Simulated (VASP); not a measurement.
# AlN (l) (F-43m) in VASP: a series of runs

AlN (l) is run at these levels: LDA; tasks: single point.

Program: VASP 6.6.1. These are calculated values, not measurements. Logs are shortened: lines on timing, memory, paths and dates and some standing lists are left out, and cuts for length are marked.

## 1. The cell of the first run

Symmetry: F-43m, No. 216, cubic system. The conventional cell has a = 4.342 Å, b = 4.342 Å, c = 4.342 Å, α = 90.00°, β = 90.00°, γ = 90.00°. Within 2.5 Å of Al (site symmetry -43m) lie 4 N at 1.88 Å. N (site symmetry -43m) has 4 Al at 1.88 Å within 2.5 Å.

## 2. Single point, LDA

INCAR

```
PREC = Accurate
ENCUT = 600
EDIFF = 1E-6
ISMEAR = 0
SIGMA = 0.02
LREAL = False
LASPH = True
NELM = 120
ALGO = Normal
ISIF = 2
LWAVE = False
LCHARG = False
NBANDS = 11
GGA_COMPAT = False
```

KPOINTS

```
Automatic mesh
0
Gamma
  10 10 10
```

POSCAR

```
AlN
1.0
    0.0000000000      2.1711439908      2.1711439908
    2.1711439908      0.0000000000      2.1711439908
    2.1711439908      2.1711439908      0.0000000000
Al N
1 1
Direct
    0.0000000000      0.0000000000      0.0000000000
    0.2500000000      0.2500000000      0.2500000000
```

Potentials or basis: VASP PAW LDA potentials, release 64 (Al, N).

Command:

```sh
$ cat potpaw_LDA.64/Al/POTCAR potpaw_LDA.64/N/POTCAR > POTCAR
$ mpirun -np 1 vasp_std > vasp.out
```

OUTCAR:

```text
PREC = Accurate
   ENCUT = 600
   EDIFF = 1E-6
   ISMEAR = 0
   LREAL = False
   LASPH = True
   NELM = 120
   ISIF = 2

 ion  position               nearest neighbor table
   1  0.000  0.000  0.000-   2 1.88   2 1.88   2 1.88   2 1.88
   2  0.250  0.250  0.250-   1 1.88   1 1.88   1 1.88   1 1.88

  LATTYP: Found a face centered cubic cell.
 ALAT       =     4.3422879816

  Lattice vectors:

 A1 = (   0.0000000000,   2.1711439908,   2.1711439908)
 A2 = (   2.1711439908,   0.0000000000,   2.1711439908)
 A3 = (   2.1711439908,   2.1711439908,   0.0000000000)

Analysis of symmetry for initial positions (statically):
=====================================================================
 Subroutine PRICEL returns:
 Original cell was already a primitive cell.

 Routine SETGRP: Setting up the symmetry group for a
 face centered cubic supercell.

 Subroutine GETGRP returns: Found 24 space group operations
 (whereof 24 operations were pure point group operations)
 out of a pool of 48 trial point group operations.

The static configuration has the point symmetry T_d .

Analysis of symmetry for dynamics (positions and initial velocities):
=====================================================================
 Subroutine PRICEL returns:
 Original cell was already a primitive cell.

 Routine SETGRP: Setting up the symmetry group for a
 face centered cubic supercell.

 Subroutine GETGRP returns: Found 24 space group operations
 (whereof 24 operations were pure point group operations)
 out of a pool of 48 trial point group operations.

The dynamic configuration has the point symmetry T_d .

 Subroutine INISYM returns: Found 24 space group operations
 (whereof 24 operations are pure point group operations),
 and found     1 'primitive' translations

----------------------------------------------------------------------------------------

                                     Primitive cell

  volume of cell :      20.4690

  direct lattice vectors                    reciprocal lattice vectors
     0.000000000  2.171143991  2.171143991    -0.230293339  0.230293339  0.230293339
     2.171143991  0.000000000  2.171143991     0.230293339 -0.230293339  0.230293339
     2.171143991  2.171143991  0.000000000     0.230293339  0.230293339 -0.230293339

  length of vectors
     3.070461278  3.070461278  3.070461278     0.398879765  0.398879765  0.398879765

  position of ions in fractional coordinates (direct lattice)
     0.000000000  0.000000000  0.000000000
     0.250000000  0.250000000  0.250000000

  ion indices of the primitive-cell ions
   primitive index   ion index
                 1           1
                 2           2

----------------------------------------------------------------------------------------

 KPOINTS: Automatic mesh

Automatic generation of k-mesh.
 Grid dimensions read from file:
 generate k-points for:   10   10   10

 Generating k-lattice:

  Cartesian coordinates                     Fractional coordinates (reciprocal lattice)
    -0.023029334  0.023029334  0.023029334     0.100000000  0.000000000  0.000000000
     0.023029334 -0.023029334  0.023029334     0.000000000  0.100000000  0.000000000
     0.023029334  0.023029334 -0.023029334     0.000000000  0.000000000  0.100000000

  Length of vectors
     0.039887976  0.039887976  0.039887976

  Shift w.r.t. Gamma in fractional coordinates (k-lattice)
     0.000000000  0.000000000  0.000000000

 Subroutine IBZKPT returns following result:
 ===========================================

 Found     47 irreducible k-points:

 Following reciprocal coordinates:
            Coordinates               Weight
  0.000000  0.000000  0.000000      1.000000
  0.100000  0.000000  0.000000      8.000000
  0.200000  0.000000  0.000000      8.000000
  0.300000  0.000000  0.000000      8.000000
  0.400000  0.000000  0.000000      8.000000
  0.500000  0.000000  0.000000      4.000000
[... 16 lines left out ...]
  0.300000  0.300000  0.000000      6.000000
  0.400000  0.300000  0.000000     24.000000
 [... further k-points ...]
   k-points           NKPTS =     47   k-points in BZ     NKDIM =     47   number of bands    NBANDS=     11
   number of dos      NEDOS =    301   number of ions     NIONS =      2
   total plane-waves  NPLWV =  21952
   dimension x,y,z NGX =    28 NGY =   28 NGZ =   28
   dimension x,y,z NGXF=    56 NGYF=   56 NGZF=   56
   ions per type =               1   1
   NGX,Y,Z   is equivalent  to a cutoff of  15.16, 15.16, 15.16 a.u.
   NGXF,Y,Z  is equivalent  to a cutoff of  30.32, 30.32, 30.32 a.u.
 SYSTEM =  unknown system
   PREC   = accura    normal or accurate (medium, high low for compatibility)
   ISTART =      0    job   : 0-new  1-cont  2-samecut
   ICHARG =      2    charge: 1-file 2-atom 10-const
   ISPIN  =      1    spin polarized calculation?
   LNONCOLLINEAR =      F non collinear calculations
   LSORBIT =      F    spin-orbit coupling
   LASPH  =      T    aspherical Exc in radial PAW
   ENCUT  =  600.0 eV  44.10 Ry    6.64 a.u.   6.13  6.13  6.13*2*pi/ulx,y,z
   NELM   =    120;   NELMIN=  2; NELMDL= -5     # of ELM steps
   EDIFF  = 0.1E-05   stopping-criterion for ELM
   LREAL  =      F    real-space projection
   EDIFFG = 0.1E-04   stopping-criterion for IOM
   NSW    =      0    number of steps for IOM
   IBRION =     -1    ionic relax: 0-MD 1-quasi-New 2-CG
   NFREE  =      0    steps in history (QN), initial steepest desc. (CG)
   ISIF   =      2    stress and relaxation
   ISYM   =      2    0-nonsym 1-usesym 2-fastsym
   POTIM  = 0.5000    time-step for ionic-motion
   TEBEG  =    0.0;   TEEND  =   0.0 temperature during run
   PSTRESS=    0.0 pullay stress
   NELECT =       8.0000    total number of electrons
   NUPDOWN=      -1.0000    fix difference up-down
   EMIN   =  10.00;   EMAX   =-10.00  energy-range for DOS
   EFERMI =   0.00;   METHOD = LEGACY
   ISMEAR =     0;   SIGMA  =   0.02  broadening in eV -4-tet -1-fermi 0-gaus
   EFERMI_NEDOS =   21; number of points for ismear=-14 and -15
   IALGO  =     38    algorithm
   IMIX   =      4    mixing-type and parameters
     AMIX     =   0.40;   BMIX     =  1.00
     AMIX_MAG =   1.60;   BMIX_MAG =  1.00
  volume/ion in A,a.u.               =      10.23        69.07
  Fermi-wavevector in a.u.,A,eV,Ry     =   1.196941  2.261891 19.492639  1.432669
  Thomas-Fermi vector in A             =   2.332869
   LORBIT       =      0    0 simple, 1 ext, 2 COOP (PROOUT), +10 PAW based schemes
   GGA     = CA    functional components
   LHFCALC =     F    Hartree Fock is set to
   AEXX    =    0.0000 exact exchange contribution
   IVDW    =     0    specifies the selected vdW correction
   LEPSILON=     F    determine dielectric tensor
   LRPA    =     F    only Hartree local field effects (RPA)
 non-spin polarized calculation
 Gauss-broadening in eV      SIGMA  =   0.02
  energy-cutoff  :      600.00
  volume of cell :       20.47
 maximum number of plane-waves:       701
 NGX is ok and might be reduce to    28
   NGX = 13   NGY = 13   NGZ = 13

 number of electron       8.0000000 magnetization

 Free energy of the ion-electron system (eV)
  ---------------------------------------------------
  ext. energy  EPLUGINS =         0.00000000
  ---------------------------------------------------
  free energy    TOTEN  =       -16.37603141 eV

  energy without entropy =      -16.37603141  energy(sigma->0) =      -16.37603141

 E-fermi :   5.9602     XC(G=0): -11.3436

 val. band max:        5.8765444099   @ k =   0.0000   0.0000   0.0000
 cond. band min:       9.1074234852   @ k =   0.5000   0.5000   0.0000
 fundamental gap:      3.2308790753
 Fermi energy:         5.9601972603

 k-point     1 :       0.0000    0.0000    0.0000
  band No.  band energies     occupation
      1      -9.0509      2.00000
      2       5.8765      2.00000
      3       5.8765      2.00000
      4       5.8765      2.00000
      5      10.2700      0.00000
      6      18.3847      0.00000
      7      18.3847      0.00000
      8      18.3847      0.00000
      9      23.5407      0.00000
     10      23.5407      0.00000
     11      24.9597      0.00000

 k-point     2 :       0.1000    0.0000    0.0000
  band No.  band energies     occupation
      1      -8.8982      2.00000
      2       5.0704      2.00000
      3       5.8241      2.00000
      4       5.8241      2.00000
      5      10.9087      0.00000
      6      18.0027      0.00000
      7      18.5197      0.00000
      8      18.5197      0.00000
      9      22.2742      0.00000
     10      22.2742      0.00000
     11      24.1588      0.00000

 k-point     3 :       0.2000    0.0000    0.0000
  band No.  band energies     occupation
      1      -8.4623      2.00000
      2       3.4487      2.00000
      3       5.6933      2.00000
      4       5.6933      2.00000
      5      11.9992      0.00000
      6      17.2192      0.00000
      7      18.4466      0.00000
      8      18.4466      0.00000
      9      21.7385      0.00000
     10      21.7385      0.00000
     11      23.2967      0.00000

 k-point     4 :       0.3000    0.0000    0.0000
  band No.  band energies     occupation
      1      -7.8240      2.00000
      2       1.7626      2.00000
      3       5.5435      2.00000
      4       5.5435      2.00000
      5      12.8012      0.00000
      6      16.4829      0.00000
      7      17.7760      0.00000
      8      17.7760      0.00000
      9      22.8041      0.00000
     10      22.8041      0.00000
     11      23.1170      0.00000

 k-point     5 :       0.4000    0.0000    0.0000
  band No.  band energies     occupation
      1      -7.1759      2.00000
      2       0.4283      2.00000
      3       5.4308      2.00000
      4       5.4308      2.00000
      5      13.1950      0.00000
      6      15.9606      0.00000
      7      17.1711      0.00000
      8      17.1711      0.00000
      9      23.5361      0.00000
     10      24.6359      0.00000
     11      24.6359      0.00000
[... 211 lines left out ...]
 k-point    21 :      -0.3000    0.2000    0.0000
  band No.  band energies     occupation
      1      -7.0142      2.00000
      2       1.1963      2.00000
      3       3.6312      2.00000
      4       5.3491      2.00000
      5      13.7466      0.00000
      6      14.9753      0.00000
      7      17.6597      0.00000
      8      18.1277      0.00000
      9      22.2347      0.00000
     10      24.5476      0.00000
     11      27.2253      0.00000

 k-point    22 :      -0.2000    0.2000    0.0000
  band No.  band energies     occupation
      1      -7.6143      2.00000
      2       2.0808      2.00000
      3       4.1426      2.00000
      4       5.6201      2.00000
      5      13.5183      0.00000
      6      15.8129      0.00000
      7      17.2547      0.00000
      8      18.3172      0.00000
      9      20.8068      0.00000
     10      24.2681      0.00000
     11      27.2601      0.00000

 k-point    23 :       0.3000    0.3000    0.0000
  band No.  band energies     occupation
      1      -7.4283      2.00000
      2       2.3375      2.00000
      3       4.6091      2.00000
      4       4.6091      2.00000
      5      11.1794      0.00000
      6      15.4954      0.00000
      7      17.8105      0.00000
      8      20.3510      0.00000
      9      20.3510      0.00000
     10      26.2520      0.00000
     11      29.8004      0.00000

 k-point    24 :       0.4000    0.3000    0.0000
  band No.  band energies     occupation
      1      -6.9333      2.00000
      2       1.6737      2.00000
      3       4.1343      2.00000
      4       4.4426      2.00000
      5      10.7390      0.00000
      6      15.3292      0.00000
      7      18.1859      0.00000
      8      20.4361      0.00000
      9      20.9518      0.00000
     10      27.1691      0.00000
     11      29.5805      0.00000

 [... further k-points ...]
[... 5 lines left out ...]
  --------------------------------------------------------------------------------------
  -------------------------------------------------------------------------------------
  Total        0.0692736      0.0692736      0.0692736      0.0000000      0.0000000     -0.0000000
  in kB        5.4222882      5.4222882      5.4222882      0.0000000      0.0000000     -0.0000000
  external PRESSURE =       5.4222882 kB  Pullay stress =       0.0000000 kB

 VOLUME and BASIS-vectors are now :
 -----------------------------------------------------------------------------
  energy-cutoff  :      600.00
  volume of cell :       20.47
      direct lattice vectors                 reciprocal lattice vectors
     0.000000000  2.171143991  2.171143991    -0.230293339  0.230293339  0.230293339
     2.171143991  0.000000000  2.171143991     0.230293339 -0.230293339  0.230293339
     2.171143991  2.171143991  0.000000000     0.230293339  0.230293339 -0.230293339

 POSITION                                       TOTAL-FORCE (eV/Angst)
 -----------------------------------------------------------------------------------
      0.00000      0.00000      0.00000        -0.000000     -0.000000     -0.000000
      1.08557      1.08557      1.08557         0.000000      0.000000      0.000000
 -----------------------------------------------------------------------------------
    total drift:                               -0.000000     -0.000000     -0.000000

  FREE ENERGIE OF THE ION-ELECTRON SYSTEM (eV)
  ---------------------------------------------------
  free  energy   TOTEN  =       -16.3760314051 eV

  energy  without entropy=      -16.3760314051  energy(sigma->0) =      -16.37603141
```

It took 6.6 s on 1 thread of Intel Xeon 6975P-C (Granite Rapids), shared host; peak memory 0.13 GiB.

What came out:

- Free energy: -16.3760 eV
- Pressure: 0.5 GPa
- Band gap on the k mesh: 3.23 eV, indirect (least direct gap 4.39 eV)

A k mesh can miss the band edges.

## 3. Single point, LDA

INCAR

```
PREC = Accurate
ENCUT = 600
EDIFF = 1E-6
ISMEAR = 0
SIGMA = 0.02
LREAL = F
LASPH = T
NELM = 120
ALGO = Normal
ISIF = 2
LWAVE = F
LCHARG = F
GGA = CA
NBANDS = 11
GGA_COMPAT = F
```

KPOINTS is that of step 2.

POSCAR is that of step 2.

Potentials or basis: VASP PAW LDA potentials, release 64 (Al, N).

Command:

```sh
$ cat potpaw_LDA.64/Al/POTCAR potpaw_LDA.64/N/POTCAR > POTCAR
$ mpirun -np 1 vasp_std > vasp.out
```

Wall time 6.7 s (1 thread of Intel Xeon 6975P-C (Granite Rapids), shared host); peak memory 0.13 GiB.

Results (log left out):

```yaml
Free_energy: -16.3760 eV
Pressure: 0.5 GPa
Band_gap_on_the_k_mesh: 3.23 eV, indirect (least direct gap 4.39 eV)
```

Levels at points of the mesh, in eV from the valence-band top:
| k point | band 2 | band 3 | band 4 | band 5 | band 6 | band 7 |
| --- | --- | --- | --- | --- | --- | --- |
| (0.00, 0.00, 0.00) | 0.00 | 0.00 | 0.00 | 4.39 | 12.51 | 12.51 |
| (0.50, 0.00, 0.00) | -5.98 | -0.49 | -0.49 | 7.43 | 9.89 | 11.07 |
| (0.50, 0.50, 0.00) | -5.01 | -1.81 | -1.81 | 3.23 | 8.52 | 13.99 |
